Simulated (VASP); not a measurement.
MgCd5O6: single point with PBE

Crystal: MgCd5O6.

```
CELL_PARAMETERS angstrom
3.30297 0.00000 0.00000
-1.65149 2.86046 0.00000
0.00000 0.00000 16.38925
ATOMIC_POSITIONS crystal
Mg 0.00000 0.00000 0.50000
Cd 0.66667 0.33333 0.65744
Cd 0.33333 0.66667 0.34255
Cd 0.66667 0.33333 0.17126
Cd 0.00000 0.00000 0.00000
Cd 0.33333 0.66667 0.82874
O 0.33333 0.66667 0.56919
O 0.66667 0.33333 0.43081
O 0.00000 0.00000 0.25708
O 0.33333 0.66667 0.08568
O 0.66667 0.33333 0.91432
O 0.00000 0.00000 0.74292
```

| Property | Result |
| --- | --- |
| Program | VASP 6.6.1 |
| Task | single point |
| Functional | PBE |
| Potentials or basis | VASP PAW PBE potentials, release 64 (Mg_sv, Cd_sv_GW, O) |
| Cutoff | 840 eV |
| k mesh | 6 × 6 × 1 |
| Occupations | gaussian, width 0.1 eV |
| Spin | collinear spin, ferromagnetic start |
| Starting moments | [0.0, 0.0, 0.0, 0.0, 0.0, 0.0, 1.0, 1.0, 1.0, 1.0, 1.0, 1.0] μB |

```yaml
Pressure: -0.1 GPa
Largest_force: 0.023 eV/Å
Band_gap_on_the_k_mesh: zero (filled and empty bands overlap)
Net_moment: 0.00 μB per cell
Valence_electrons_inside_the_program's_atomic_spheres: Mg 8.07; Cd 17.62; O 4.96, 4.92 (each value once)
```

Forces on the atoms (eV/Å):
```
Mg   0.000  0.000  0.000
Cd   0.000  0.000 -0.023
Cd   0.000  0.000  0.023
Cd   0.000  0.000  0.018
Cd   0.000  0.000  0.000
Cd   0.000  0.000 -0.018
O    0.000  0.000  0.016
O    0.000  0.000 -0.016
O    0.000  0.000 -0.017
O    0.000  0.000 -0.009
O    0.000  0.000  0.009
O    0.000  0.000  0.017
```

Levels at points of the mesh, in eV from the Fermi level:
Spin up:
```
           k point  band 70  band 71  band 72  band 73  band 74  band 75  band 76  band 77
(0.00, 0.00, 0.00)    -0.24    -0.24    -0.10    -0.09    -0.09     1.63     1.98     3.77
(0.50, 0.00, 0.00)    -0.77    -0.53    -0.11    -0.08     3.98     4.48     4.71     5.11
```
Spin down:
| k point | band 70 | band 71 | band 72 | band 73 | band 74 | band 75 | band 76 | band 77 |
| --- | --- | --- | --- | --- | --- | --- | --- | --- |
| (0.00, 0.00, 0.00) | -0.24 | -0.24 | -0.10 | -0.09 | -0.09 | 1.63 | 1.98 | 3.77 |
| (0.50, 0.00, 0.00) | -0.77 | -0.53 | -0.11 | -0.08 | 3.98 | 4.48 | 4.71 | 5.11 |

It took 8.6 min on 1 thread of Intel(R) Xeon(R) 6975P-C (Granite Rapids), on a shared host, peak memory 0.71 GiB.

Caveat: the k points lie up to 0.38 Å⁻¹ apart; semilocal functionals underestimate gaps, and a narrow one can read as zero.
